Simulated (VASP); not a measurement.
# Ba16O (a cell with a defect) in VASP: single point with PBE

Aim: the single point of Ba16O (a cell with a defect) with PBE.

Everything below comes from runs of VASP 6.6.1. Logs are shortened: lines on timing, memory, paths and dates and some standing lists are left out, and cuts for length are marked.

## 1. The cell of the first run

The cell holds a defect, 17 atoms: a = 10.040 Å, b = 10.040 Å, c = 10.040 Å, α = 90.00°, β = 90.00°, γ = 90.00°.

## 2. Single point, PBE

INCAR

```
ALGO = Normal
EDIFF = 1E-6
ENCUT = 520
GGA = PE
ISIF = 2
ISMEAR = 0
LASPH = T
LCHARG = T
LELF = T
LREAL = Auto
LVHAR = T
LWAVE = F
NBANDS = 97
NELM = 100
PREC = Accurate
SIGMA = 0.1
```

KPOINTS

```
k-points
0
Gamma
  2 2 2
```

POSCAR

```
Ba16O
1.0
   10.0400000000      0.0000000000      0.0000000000
    0.0000000000     10.0400000000      0.0000000000
    0.0000000000      0.0000000000     10.0400000000
Ba O
16 1
Direct
   -0.0002401394     -0.0030502988     -0.0050544821
    0.4997399402      0.0019686255     -0.0184571713
   -0.0002356574      0.4988605578      0.0031085657
   -0.0002667331      0.0030627490      0.5042914343
    0.2484107570      0.2468858566      0.2427791833
    0.4997390438      0.5125715139      0.0133966135
    0.4997596614      0.0132376494      0.5190526892
    0.7510932271      0.2468882470      0.2427554781
   -0.0002640438      0.4928548805      0.4958236056
    0.2439094622      0.7541085657      0.2532500000
    0.2769117530      0.2496383466      0.7508797809
    0.4997617530      0.4958457171      0.4957529880
    0.7555932271      0.7541050797      0.2532232072
    0.7225675299      0.2496439243      0.7509013944
    0.2455907371      0.7389433267      0.7490618526
    0.7539147410      0.7389410359      0.7490843625
    0.4997416335      0.1722248008      0.7056508964
```

Potentials or basis: VASP PAW PBE potentials, release 64 (Ba_sv, O).

On the command line:

```sh
$ cat potpaw_PBE.64/Ba_sv/POTCAR potpaw_PBE.64/O/POTCAR > POTCAR
$ mpirun -np 1 vasp_std > vasp.out
```

OUTCAR:

```text
EDIFF = 1E-6
   ENCUT = 520
   GGA = PE
   ISIF = 2
   ISMEAR = 0
   LASPH = T
   LREAL = Auto
   NELM = 100
   PREC = Accurate

 ion  position               nearest neighbor table
   1  1.000  0.997  0.995-  13 4.32  10 4.32   8 4.33   5 4.33  16 4.35  15 4.35  11 4.49  14 4.49

   2  0.500  0.002  0.982-  17 3.25  14 4.07  11 4.07  15 4.35  16 4.35   5 4.39   8 4.39  13 4.50
                            10 4.50   7 4.64
   3  1.000  0.499  0.003-  16 4.29  15 4.29   8 4.29   5 4.29  13 4.35  10 4.35  11 4.52  14 4.52

   4  1.000  0.003  0.504-  13 4.31  10 4.31   8 4.37   5 4.37  16 4.38  15 4.38  11 4.47  14 4.47

   5  0.248  0.247  0.243-   3 4.29   1 4.33   6 4.33   9 4.33  12 4.37   4 4.37   2 4.39   7 4.42

   6  0.500  0.513  0.013-  13 4.28  10 4.28  15 4.33  16 4.33   5 4.33   8 4.33  14 4.35  11 4.35

   7  0.500  0.013  0.519-  17 2.46  14 4.01  11 4.01  15 4.41  16 4.41   5 4.42   8 4.42  10 4.53
                            13 4.53   2 4.64
   8  0.751  0.247  0.243-   3 4.29   1 4.33   9 4.33   6 4.33  12 4.37   4 4.37   2 4.39   7 4.42

   9  1.000  0.493  0.496-  16 4.32  15 4.32   8 4.33   5 4.33  13 4.34  10 4.34  11 4.50  14 4.50

  10  0.244  0.754  0.253-   6 4.28   4 4.31   1 4.32   9 4.34   3 4.35  12 4.39   2 4.50   7 4.53

  11  0.277  0.250  0.751-  17 2.41   7 4.01   2 4.07  12 4.20   6 4.35   4 4.47  14 4.47   1 4.49
                             9 4.50   3 4.52
  12  0.500  0.496  0.496-  14 4.20  11 4.20  15 4.35  16 4.35   5 4.37   8 4.37  10 4.39  13 4.39

  13  0.756  0.754  0.253-   6 4.28   4 4.31   1 4.32   9 4.34   3 4.35  12 4.39   2 4.50   7 4.53

  14  0.723  0.250  0.751-  17 2.41   7 4.01   2 4.07  12 4.20   6 4.35   4 4.47  11 4.47   1 4.49
                             9 4.50   3 4.52
  15  0.246  0.739  0.749-   3 4.29   9 4.32   6 4.33   1 4.35   2 4.35  12 4.35   4 4.38   7 4.41

  16  0.754  0.739  0.749-   3 4.29   9 4.32   6 4.33   1 4.35   2 4.35  12 4.35   4 4.38   7 4.41

  17  0.500  0.172  0.706-  11 2.41  14 2.41   7 2.46   2 3.25

  LATTYP: Found a simple cubic cell.
 ALAT       =    10.0400000000

  Lattice vectors:

 A1 = (  10.0400000000,   0.0000000000,   0.0000000000)
 A2 = (   0.0000000000,  10.0400000000,   0.0000000000)
 A3 = (   0.0000000000,   0.0000000000,  10.0400000000)

Analysis of symmetry for initial positions (statically):
=====================================================================
 Subroutine PRICEL returns:
 Original cell was already a primitive cell.

 Routine SETGRP: Setting up the symmetry group for a
 simple cubic supercell.

 Subroutine GETGRP returns: Found  1 space group operations
 (whereof  1 operations were pure point group operations)
 out of a pool of 48 trial point group operations.

The static configuration has the point symmetry C_1 .

Analysis of symmetry for dynamics (positions and initial velocities):
=====================================================================
 Subroutine PRICEL returns:
 Original cell was already a primitive cell.

 Routine SETGRP: Setting up the symmetry group for a
 simple cubic supercell.

 Subroutine GETGRP returns: Found  1 space group operations
 (whereof  1 operations were pure point group operations)
 out of a pool of 48 trial point group operations.

The dynamic configuration has the point symmetry C_1 .

 Subroutine INISYM returns: Found  1 space group operations
 (whereof  1 operations are pure point group operations),
 and found     1 'primitive' translations

----------------------------------------------------------------------------------------

                                     Primitive cell

  volume of cell :    1012.0481

  direct lattice vectors                    reciprocal lattice vectors
    10.040000000  0.000000000  0.000000000     0.099601594  0.000000000  0.000000000
     0.000000000 10.040000000  0.000000000     0.000000000  0.099601594  0.000000000
     0.000000000  0.000000000 10.040000000     0.000000000  0.000000000  0.099601594

  length of vectors
    10.040000000 10.040000000 10.040000000     0.099601594  0.099601594  0.099601594

  position of ions in fractional coordinates (direct lattice)
     0.999759861  0.996949701  0.994945518
     0.499739940  0.001968625  0.981542829
     0.999764343  0.498860558  0.003108566
     0.999733267  0.003062749  0.504291434
     0.248410757  0.246885857  0.242779183
     0.499739044  0.512571514  0.013396613
[... 9 lines left out ...]
     0.753914741  0.738941036  0.749084362
     0.499741634  0.172224801  0.705650896

  ion indices of the primitive-cell ions
   primitive index   ion index
                 1           1
                 2           2
                 3           3
                 4           4
                 5           5
                 6           6
[... 9 lines left out ...]
                16          16
                17          17

----------------------------------------------------------------------------------------

 KPOINTS: k-points

Automatic generation of k-mesh.
 Grid dimensions read from file:
 generate k-points for:    2    2    2

 Generating k-lattice:

  Cartesian coordinates                     Fractional coordinates (reciprocal lattice)
     0.049800797  0.000000000  0.000000000     0.500000000  0.000000000  0.000000000
     0.000000000  0.049800797  0.000000000     0.000000000  0.500000000  0.000000000
     0.000000000  0.000000000  0.049800797     0.000000000  0.000000000  0.500000000

  Length of vectors
     0.049800797  0.049800797  0.049800797

  Shift w.r.t. Gamma in fractional coordinates (k-lattice)
     0.000000000  0.000000000  0.000000000

 Subroutine IBZKPT returns following result:
 ===========================================

 Found      8 irreducible k-points:

 Following reciprocal coordinates:
            Coordinates               Weight
  0.000000  0.000000  0.000000      1.000000
  0.500000  0.000000  0.000000      1.000000
  0.000000  0.500000  0.000000      1.000000
  0.000000  0.000000  0.500000      1.000000
  0.500000  0.500000  0.000000      1.000000
  0.000000  0.500000  0.500000      1.000000
  0.500000  0.000000  0.500000      1.000000
  0.500000  0.500000  0.500000      1.000000
   k-points           NKPTS =      8   k-points in BZ     NKDIM =      8   number of bands    NBANDS=     97
   number of dos      NEDOS =    301   number of ions     NIONS =     17
   total plane-waves  NPLWV = 512000
   dimension x,y,z NGX =    80 NGY =   80 NGZ =   80
   dimension x,y,z NGXF=   160 NGYF=  160 NGZF=  160
   ions per type =              16   1
   NGX,Y,Z   is equivalent  to a cutoff of  13.25, 13.25, 13.25 a.u.
   NGXF,Y,Z  is equivalent  to a cutoff of  26.49, 26.49, 26.49 a.u.
 SYSTEM =  unknown system
   PREC   = accura    normal or accurate (medium, high low for compatibility)
   ISTART =      0    job   : 0-new  1-cont  2-samecut
   ICHARG =      2    charge: 1-file 2-atom 10-const
   ISPIN  =      1    spin polarized calculation?
   LNONCOLLINEAR =      F non collinear calculations
   LSORBIT =      F    spin-orbit coupling
   LASPH  =      T    aspherical Exc in radial PAW
   ENCUT  =  520.0 eV  38.22 Ry    6.18 a.u.  18.67 18.67 18.67*2*pi/ulx,y,z
   NELM   =    100;   NELMIN=  2; NELMDL= -5     # of ELM steps
   EDIFF  = 0.1E-05   stopping-criterion for ELM
   LREAL  =      T    real-space projection
   EDIFFG = 0.1E-04   stopping-criterion for IOM
   NSW    =      0    number of steps for IOM
   IBRION =     -1    ionic relax: 0-MD 1-quasi-New 2-CG
   NFREE  =      0    steps in history (QN), initial steepest desc. (CG)
   ISIF   =      2    stress and relaxation
   ISYM   =      2    0-nonsym 1-usesym 2-fastsym
   POTIM  = 0.5000    time-step for ionic-motion
   TEBEG  =    0.0;   TEEND  =   0.0 temperature during run
   PSTRESS=    0.0 pullay stress
   NELECT =     166.0000    total number of electrons
   NUPDOWN=      -1.0000    fix difference up-down
   EMIN   =  10.00;   EMAX   =-10.00  energy-range for DOS
   EFERMI =   0.00;   METHOD = LEGACY
   ISMEAR =     0;   SIGMA  =   0.10  broadening in eV -4-tet -1-fermi 0-gaus
   EFERMI_NEDOS =   21; number of points for ismear=-14 and -15
   IALGO  =     38    algorithm
   IMIX   =      4    mixing-type and parameters
     AMIX     =   0.40;   BMIX     =  1.00
     AMIX_MAG =   1.60;   BMIX_MAG =  1.00
  volume/ion in A,a.u.               =      59.53       401.74
  Fermi-wavevector in a.u.,A,eV,Ry     =   0.896143  1.693464 10.926453  0.803072
  Thomas-Fermi vector in A             =   2.018564
   LORBIT       =      0    0 simple, 1 ext, 2 COOP (PROOUT), +10 PAW based schemes
   GGA     = PE    functional components
   LHFCALC =     F    Hartree Fock is set to
   AEXX    =    0.0000 exact exchange contribution
   IVDW    =     0    specifies the selected vdW correction
   LEPSILON=     F    determine dielectric tensor
   LRPA    =     F    only Hartree local field effects (RPA)
 non-spin polarized calculation
 Gauss-broadening in eV      SIGMA  =   0.10
  energy-cutoff  :      520.00
  volume of cell :     1012.05
 maximum number of plane-waves:     27278
 NGX is ok and might be reduce to    80
   NGX = 37   NGY = 37   NGZ = 37

 number of electron     165.9999996 magnetization

 Free energy of the ion-electron system (eV)
  ---------------------------------------------------
  ext. energy  EPLUGINS =         0.00000000
  ---------------------------------------------------
  free energy    TOTEN  =       -40.01722285 eV

  energy without entropy =      -39.96626314  energy(sigma->0) =      -39.99174299

 E-fermi :   1.7011     XC(G=0):  -7.4199

 val. band max:        1.6719748392   @ k =   0.5000   0.0000   0.5000
 cond. band min:       1.7070271627   @ k =   0.5000   0.0000   0.0000
 fundamental gap:      0.0350523235
 Fermi energy:         1.7011289176

 k-point     1 :       0.0000    0.0000    0.0000
  band No.  band energies     occupation
      1     -27.3054      2.00000
      2     -27.2904      2.00000
      3     -27.2449      2.00000
      4     -27.2322      2.00000
      5     -27.2253      2.00000
      6     -27.2177      2.00000
[... 773 lines left out ...]
     94       2.2233      0.00000
     95       2.2326      0.00000
 [bands above 95 left out]

------------------------ aborting loop because EDIFF is reached ----------------------------------------

  FORCE on cell =-STRESS in cart. coord.  units (eV):
  Direction    XX          YY          ZZ          XY          YZ          ZX
  --------------------------------------------------------------------------------------
  -------------------------------------------------------------------------------------
  Total        2.3652551      2.0094015      1.5542511      0.0006260      0.5959225     -0.0000663
  in kB        3.7444448      3.1810915      2.4605411      0.0009910      0.9434074     -0.0001050
  external PRESSURE =       3.1286925 kB  Pullay stress =       0.0000000 kB

 VOLUME and BASIS-vectors are now :
 -----------------------------------------------------------------------------
  energy-cutoff  :      520.00
  volume of cell :     1012.05
      direct lattice vectors                 reciprocal lattice vectors
    10.040000000  0.000000000  0.000000000     0.099601594  0.000000000  0.000000000
     0.000000000 10.040000000  0.000000000     0.000000000  0.099601594  0.000000000
     0.000000000  0.000000000 10.040000000     0.000000000  0.000000000  0.099601594

 POSITION                                       TOTAL-FORCE (eV/Angst)
 -----------------------------------------------------------------------------------
     10.03759     10.00938      9.98925        -0.000123     -0.007249     -0.007593
      5.01739      0.01977      9.85469        -0.000435      0.036604     -0.082900
     10.03763      5.00856      0.03121         0.000293      0.006172      0.010077
     10.03732      0.03075      5.06309        -0.000000      0.001158     -0.000187
      2.49404      2.47873      2.43750         0.005267     -0.001759     -0.001490
      5.01738      5.14622      0.13450         0.000377      0.002859     -0.002603
[... 9 lines left out ...]
      7.56930      7.41897      7.52081        -0.003970     -0.012040     -0.007708
      5.01741      1.72914      7.08473        -0.000352     -0.141242      0.216921
 -----------------------------------------------------------------------------------
    total drift:                               -0.000511      0.005011      0.002443

  FREE ENERGIE OF THE ION-ELECTRON SYSTEM (eV)
  ---------------------------------------------------
  free  energy   TOTEN  =       -40.0172228465 eV

  energy  without entropy=      -39.9662631428  energy(sigma->0) =      -39.99174299
```

Run time: 40 min. Hardware: 1 thread of Oxide Virtual Turin-like, shared host; peak memory 1.2 GiB.

Results:

```
Free energy            : -40.0172 eV
Pressure               : 0.3 GPa
Largest force          : 0.339 eV/Å
Band gap on the k mesh : zero (bands 83 and 84 overlap by 0.44 eV)
```

Forces on the atoms (eV/Å):
```
Ba   0.000 -0.007 -0.008
Ba   0.000  0.037 -0.083
Ba   0.000  0.006  0.010
Ba   0.000  0.001  0.000
Ba   0.005 -0.002 -0.001
Ba   0.000  0.003 -0.003
Ba  -0.001 -0.165 -0.185
Ba  -0.006 -0.001 -0.002
Ba   0.000 -0.004 -0.017
Ba   0.022  0.017 -0.005
Ba  -0.311  0.121  0.061
Ba   0.000  0.023 -0.025
Ba  -0.021  0.016 -0.005
Ba   0.311  0.121  0.061
Ba   0.004 -0.012 -0.008
Ba  -0.004 -0.012 -0.008
O    0.000 -0.141  0.217
```

Stress tensor (GPa, compression positive):
```
0.37 0.00 0.00
0.00 0.32 0.09
0.00 0.09 0.25
```

Caveat: spin-orbit coupling is left out, which moves the levels of the heavy elements.
